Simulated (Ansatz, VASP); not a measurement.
# One calculation of GaN, two programs

POSCAR

```
GaN
1.0
    3.2267079403      0.0000000000      0.0000000000
   -1.6133539702      2.7944110469      0.0000000000
    0.0000000000      0.0000000000      5.0444287091
Ga N
2 2
Direct
    0.3333333333      0.6666666667      0.9991101048
    0.6666666667      0.3333333333      0.4991101048
    0.3333333333      0.6666666667      0.3758898952
    0.6666666667      0.3333333333      0.8758898952
```

INCAR.step1

```
SYSTEM = GaN
PREC = Accurate
ENCUT = 520
ISMEAR = 0
SIGMA = 0.05
LREAL = .FALSE.
LASPH = .TRUE.
NELM = 100
NBANDS = 26
GGA = PE
ALGO = Normal
EDIFF = 1E-4
LWAVE = .TRUE.
LCHARG = .FALSE.
```

The input INCAR.step2:

```
SYSTEM = GaN
PREC = Accurate
ENCUT = 520
EDIFF = 1E-6
ISMEAR = 0
SIGMA = 0.05
LREAL = .FALSE.
LASPH = .TRUE.
NELM = 100
ALGO = Normal
ISIF = 2
LWAVE = .FALSE.
LCHARG = .TRUE.
METAGGA = R2SCAN
LMIXTAU = .TRUE.
LELF = .TRUE.
LVHAR = .TRUE.
NBANDS = 26
ISTART = 1
```

File KPOINTS:

```
Automatic mesh
0
G
  12 12 6
  0 0 0
```

Input for Ansatz:

```yaml
crystal:
  lattice:
    - [3.2267079403, 0.0, 0.0]
    - [-1.6133539702, 2.7944110469, 0.0]
    - [0.0, 0.0, 5.0444287091]
  atoms:
    - { symbol: Ga, position: [0.3333333333, 0.6666666667, 0.9991101048] }
    - { symbol: Ga, position: [0.6666666667, 0.3333333333, 0.4991101048] }
    - { symbol: "N", position: [0.3333333333, 0.6666666667, 0.3758898952] }
    - { symbol: "N", position: [0.6666666667, 0.3333333333, 0.8758898952] }
basis:
  ecutwfc: 500
kpoints:
  mp_grid: { grid: [12, 12, 6] }
hamiltonian:
  xc: r2scan
scf:
  occupations: { method: gaussian, width: 0.05 }
output:
  forces: true
  stress: true
  eigenvalues: true
  write_density: true
  write_potential: true
  elf: true
  volumetric_format: npy
```

Alike in both runs: task single point; functional r2SCAN; k mesh 12 × 12 × 6; occupations gaussian, width 0.05 eV; no spin polarisation.

```csv
,VASP,Ansatz
version,VASP 6.6.1,Ansatz 0.2.0
potentials or method,"VASP PAW PBE potentials, release 64 (Ga_d, N), cutoff 520 eV","scalar-relativistic, plane waves, PAW"
valence electrons in the cell,36,36
```

```csv
,VASP,Ansatz,Ansatz less VASP
gap on the k mesh at the Fermi level (eV),2.34,2.35,+0.008
least direct gap on the mesh (eV),2.34,2.35,+0.008
pressure (GPa),1.5,0.5,-1.02
"traceless stress, the component that is largest in VASP (GPa)",11.24,11.16,-0.078
rms of the force components (eV/Å),0.298,0.288,-0.0107
```

VASP's potentials were made for PBE, not for r2SCAN. Atom by atom the forces differ by 0.011 eV/Å (rms over components). The functional is the same, so the differences come from potentials, cutoffs and numerics.
